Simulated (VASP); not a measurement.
# Ni (Fm-3m) in VASP: notebook, part 2 of 2

VASP 6.6.1. The steps go on from the part before.

## (3) Single point, LDA, collinear spin, ferromagnetic start (10.94 Å³/atom)

This run uses another cell than the first one, of 10.94 Å³/atom.

The input, INCAR:

```
ALGO = Normal
EDIFF = 1E-6
ENCUT = 520
ISIF = 2
ISMEAR = -1
ISPIN = 2
LASPH = T
LCHARG = T
LELF = T
LMAXMIX = 4
LORBIT = 11
LREAL = F
LVHAR = T
LWAVE = F
MAGMOM = 1.5
NBANDS = 15
NELM = 150
PREC = Accurate
SIGMA = 0.05
```

The input, KPOINTS:

```
k-points
0
Gamma
  20 20 20
```

The input, POSCAR:

```
Ni
1.0
    0.0000000000      1.7620370796      1.7620370796
    1.7620370796      0.0000000000      1.7620370796
    1.7620370796      1.7620370796      0.0000000000
Ni
1
Direct
    0.0000000000      0.0000000000      0.0000000000
```

Potentials or basis: VASP PAW LDA potentials, release 64 (Ni).

Started as:

```console
> cat potpaw_LDA.64/Ni/POTCAR > POTCAR
> mpirun -np 1 vasp_std > vasp.out
```

OUTCAR:

```text
EDIFF = 1E-6
   ENCUT = 520
   ISIF = 2
   ISMEAR = -1
   ISPIN = 2
   LASPH = T
   LORBIT = 11
   LREAL = F
   NELM = 150
   PREC = Accurate

 ion  position               nearest neighbor table
   1  0.000  0.000  0.000-

  LATTYP: Found a face centered cubic cell.
 ALAT       =     3.5240741592

  Lattice vectors:

 A1 = (   0.0000000000,   1.7620370796,   1.7620370796)
 A2 = (   1.7620370796,   0.0000000000,   1.7620370796)
 A3 = (   1.7620370796,   1.7620370796,   0.0000000000)

Analysis of symmetry for initial positions (statically):
=====================================================================
 Subroutine PRICEL returns:
 Original cell was already a primitive cell.

 Routine SETGRP: Setting up the symmetry group for a
 face centered cubic supercell.

 Subroutine GETGRP returns: Found 48 space group operations
 (whereof 48 operations were pure point group operations)
 out of a pool of 48 trial point group operations.

The static configuration has the point symmetry O_h .

Analysis of symmetry for dynamics (positions and initial velocities):
=====================================================================
 Subroutine PRICEL returns:
 Original cell was already a primitive cell.

 Routine SETGRP: Setting up the symmetry group for a
 face centered cubic supercell.

 Subroutine GETGRP returns: Found 48 space group operations
 (whereof 48 operations were pure point group operations)
 out of a pool of 48 trial point group operations.

The dynamic configuration has the point symmetry O_h .

Analysis of structural, dynamic, and magnetic symmetry:
=====================================================================
 Subroutine PRICEL returns:
 Original cell was already a primitive cell.

 Routine SETGRP: Setting up the symmetry group for a
 face centered cubic supercell.

 Subroutine GETGRP returns: Found 48 space group operations
 (whereof 48 operations were pure point group operations)
 out of a pool of 48 trial point group operations.

The overall configuration has the point symmetry O_h .

[... 159 lines left out ...]
      6       7.7488      1.00000
      7      32.6841      0.00000
      8      36.3871      0.00000
      9      36.3871      0.00000
     10      36.3871      0.00000
     11      39.3323      0.00000
     12      39.3323      0.00000
     13      39.3323      0.00000
     14      42.5379      0.00000
[... 403 lines left out ...]
      4       6.8472      1.00000
      5       8.1043      1.00000
      6       8.4505      0.99994
      7      18.0791      0.00000
      8      30.6047      0.00000
      9      32.9010      0.00000
     10      34.6415      0.00000
     11      36.7605      0.00000
     12      38.5684      0.00000
     13      42.7651      0.00000
     14      49.3225      0.00000
     15      50.9635      0.00000

 [... further k-points ...]

 spin component 2

 k-point     1 :       0.0000    0.0000    0.0000
  band No.  band energies     occupation
      1       0.0416      1.00000
      2       7.2285      1.00000
      3       7.2285      1.00000
      4       7.2285      1.00000
      5       8.3230      1.00000
      6       8.3230      1.00000
      7      32.6634      0.00000
      8      36.4376      0.00000
      9      36.4376      0.00000
     10      36.4376      0.00000
     11      39.4951      0.00000
     12      39.4951      0.00000
     13      39.4951      0.00000
     14      42.5111      0.00000
[... 403 lines left out ...]
      4       7.3006      1.00000
      5       8.7435      0.98077
      6       9.0641      0.07727
      7      18.3298      0.00000
      8      30.6658      0.00000
      9      32.9587      0.00000
     10      34.7712      0.00000
     11      36.8770      0.00000
     12      38.6685      0.00000
     13      42.8895      0.00000
     14      49.4386      0.00000
     15      51.2018      0.00000

 [... further k-points ...]

------------------------ aborting loop because EDIFF is reached ----------------------------------------

  FORCE on cell =-STRESS in cart. coord.  units (eV):
  Direction    XX          YY          ZZ          XY          YZ          ZX
  --------------------------------------------------------------------------------------
  -------------------------------------------------------------------------------------
  Total       -1.2019085     -1.2019085     -1.2019085      0.0000000      0.0000000     -0.0000000
  in kB     -175.9976466   -175.9976466   -175.9976466      0.0000000      0.0000000     -0.0000000
  external PRESSURE =    -175.9976466 kB  Pullay stress =       0.0000000 kB

 VOLUME and BASIS-vectors are now :
 -----------------------------------------------------------------------------
  energy-cutoff  :      520.00
  volume of cell :       10.94
      direct lattice vectors                 reciprocal lattice vectors
     0.000000000  1.762037080  1.762037080    -0.283762473  0.283762473  0.283762473
     1.762037080  0.000000000  1.762037080     0.283762473 -0.283762473  0.283762473
     1.762037080  1.762037080  0.000000000     0.283762473  0.283762473 -0.283762473

 POSITION                                       TOTAL-FORCE (eV/Angst)
 -----------------------------------------------------------------------------------
      0.00000      0.00000      0.00000         0.000000      0.000000      0.000000
 -----------------------------------------------------------------------------------
    total drift:                                0.000000      0.000000      0.000000

  FREE ENERGIE OF THE ION-ELECTRON SYSTEM (eV)
  ---------------------------------------------------
  free  energy   TOTEN  =        -6.5312645258 eV

  energy  without entropy=       -6.5159634658  energy(sigma->0) =       -6.52361400

 total charge

# of ion       s       p       d       tot
------------------------------------------
    1        0.497   0.491   8.322   9.310

 magnetization (x)

# of ion       s       p       d       tot
------------------------------------------
    1       -0.005  -0.018   0.638   0.615
```

Run time: 52 s. Hardware: 1 thread of Intel Xeon Platinum 8488C (Sapphire Rapids), shared host; peak memory 0.17 GiB.

What came out:

- Free energy: -6.5313 eV
- Pressure: -17.6 GPa
- Net moment: 0.61 μB per cell
- Site moments: Ni +0.61 μB
- Valence electrons inside the program's atomic spheres: Ni 9.31

Caveat: the cell stands under tension.

## (4) Single point, LDA, collinear spin, ferromagnetic start (11.27 Å³/atom)

This run uses another cell than the first one, of 11.27 Å³/atom.

The input, INCAR:

```
SYSTEM = Ni
PREC = Accurate
ENCUT = 520
EDIFF = 1E-6
ISMEAR = -1
SIGMA = 0.05
LREAL = .False.
LASPH = .True.
NELM = 150
ALGO = Normal
ISIF = 2
LWAVE = .False.
LCHARG = .False.
ISPIN = 2
MAGMOM = 1.5
LORBIT = 11
LMAXMIX = 4
NBANDS = 15
```

The input, KPOINTS:

```
regular mesh
0
Gamma
  20 20 20
  0 0 0
```

The input, POSCAR:

```
Ni
1.0
    0.0000000000      1.7796586194      1.7796586194
    1.7796586194      0.0000000000      1.7796586194
    1.7796586194      1.7796586194      0.0000000000
Ni
1
Direct
    0.0000000000      0.0000000000      0.0000000000
```

Started as:

```console
> cat potpaw_LDA.64/Ni/POTCAR > POTCAR
> mpirun -np 1 vasp_std > vasp.out
```

It took 50 s on 1 thread of Intel Xeon Platinum 8488C (Sapphire Rapids), shared host; peak memory 0.17 GiB.

It converged, with:

```
Free energy                                           : -6.4899 eV
Pressure                                              : -22.0 GPa
Net moment                                            : 0.61 μB per cell
Site moments                                          : Ni +0.62 μB
Valence electrons inside the program's atomic spheres : Ni 9.26
```

Levels at points of the mesh, in eV from the Fermi level:
Spin up:
```
           k point  band 1  band 2  band 3  band 4  band 5  band 6  band 7  band 8  band 9  band 10
(0.00, 0.00, 0.00)   -8.73   -2.26   -2.26   -2.26   -1.17   -1.17   23.49   26.96   26.96    26.96
(0.50, 0.00, 0.00)   -4.60   -2.26   -2.26   -0.52   -0.52   -0.18    5.47   22.03   23.95    23.95
(0.50, 0.50, 0.00)   -4.40   -3.94   -0.49   -0.38   -0.38    2.44    8.96   14.45   14.45    19.38
```
Spin down:
| k point | band 3 | band 4 | band 5 | band 6 | band 7 | band 8 |
| --- | --- | --- | --- | --- | --- | --- |
| (0.00, 0.00, 0.00) | -1.64 | -1.64 | -0.59 | -0.59 | 23.47 | 27.01 |
| (0.50, 0.00, 0.00) | -1.69 | -0.16 | 0.14 | 0.14 | 5.85 | 22.00 |
| (0.50, 0.50, 0.00) | 0.11 | 0.33 | 0.33 | 2.48 | 9.23 | 14.52 |

Caveat: the cell stands under tension.

## (5) Single point, LDA, collinear spin, ferromagnetic start (11.72 Å³/atom)

This run uses another cell than the first one, of 11.72 Å³/atom.

The input, INCAR:

```
SYSTEM = Ni
ALGO     = Normal         ! electronic algorithm
EDIFF    = 1E-7           ! SCF threshold, eV
ENCUT    = 520            ! plane-wave cutoff, eV
ISIF     = 2              ! what is computed and relaxed
ISMEAR   = -1             ! smearing method
ISPIN    = 2              ! spin polarisation
LASPH    = .True.         ! aspherical terms in the spheres
LCHARG   = .False.        ! write CHGCAR
LMAXMIX  = 4              ! l up to which the mixer works
LORBIT   = 11             ! projections on sites
LREAL    = .False.        ! projectors in reciprocal space
LWAVE    = .False.        ! write WAVECAR
MAGMOM   = 1.5            ! initial moments
NBANDS   = 15             ! bands
NELM     = 150            ! most SCF steps
PREC     = Accurate       ! precision mode
SIGMA    = 0.05           ! smearing width, eV
```

The input, KPOINTS:

```
k-points
0
Gamma
  20 20 20
  0 0 0
```

The input, POSCAR:

```
Ni
1.0
    0.0000000000      1.8026244894      1.8026244894
    1.8026244894      0.0000000000      1.8026244894
    1.8026244894      1.8026244894      0.0000000000
Ni
1
Direct
    0.0000000000      0.0000000000      0.0000000000
```

Started as:

```console
> cat potpaw_LDA.64/Ni/POTCAR > POTCAR
> mpirun -np 1 vasp_std > vasp.out
```

It took 60 s on 1 thread of Intel Xeon Platinum 8488C (Sapphire Rapids), shared host; peak memory 0.18 GiB.

Results (log left out):

```yaml
Free_energy: -6.4222 eV
Pressure: -26.8 GPa
Net_moment: 0.62 μB per cell
Site_moments: Ni +0.63 μB
Valence_electrons_inside_the_program's_atomic_spheres: Ni 9.20
```

Levels at points of the mesh, in eV from the Fermi level:
Spin up:
| k point | band 1 | band 2 | band 3 | band 4 | band 5 | band 6 | band 7 | band 8 | band 9 | band 10 |
| --- | --- | --- | --- | --- | --- | --- | --- | --- | --- | --- |
| (0.00, 0.00, 0.00) | -8.48 | -2.17 | -2.17 | -2.17 | -1.14 | -1.14 | 23.17 | 26.33 | 26.33 | 26.33 |
| (0.50, 0.00, 0.00) | -4.40 | -2.17 | -2.17 | -0.53 | -0.53 | -0.11 | 5.21 | 21.72 | 23.30 | 23.30 |
| (0.50, 0.50, 0.00) | -4.19 | -3.76 | -0.50 | -0.40 | -0.40 | 2.42 | 8.63 | 14.10 | 14.10 | 18.92 |
Spin down:
| k point | band 2 | band 3 | band 4 | band 5 | band 6 | band 7 | band 8 | band 9 |
| --- | --- | --- | --- | --- | --- | --- | --- | --- |
| (0.00, 0.00, 0.00) | -1.54 | -1.54 | -1.54 | -0.56 | -0.56 | 23.14 | 26.39 | 26.39 |
| (0.50, 0.00, 0.00) | -1.60 | -1.60 | -0.09 | 0.14 | 0.14 | 5.58 | 21.69 | 23.41 |
| (0.50, 0.50, 0.00) | -3.23 | 0.11 | 0.32 | 0.32 | 2.46 | 8.90 | 14.17 | 14.17 |

Caveat: the cell stands under tension.

## (6) The runs side by side

| cell | gap on the mesh (eV) | pressure (GPa) | moment (μB) |
| --- | --- | --- | --- |
| a = 2.466 Å, angles 60.0°, 1 atom | none | -12.3 | 0.60 |
| a = 2.492 Å, angles 60.0°, 1 atom | none | -17.6 | 0.61 |
| a = 2.517 Å, angles 60.0°, 1 atom | none | -22.0 | 0.61 |
| a = 2.549 Å, angles 60.0°, 1 atom | none | -26.8 | 0.62 |

Alike in all rows: task single point; level LDA; potentials or basis VASP PAW LDA potentials, release 64 (Ni); spin collinear, ferromagnetic start; k mesh 20 × 20 × 20; cutoff (eV) 520; smearing fermi-dirac 0.05 eV.

Caveats: the cell stands under tension.

Total energies depend on the potentials used, so only differences within one code and one set of settings carry meaning.
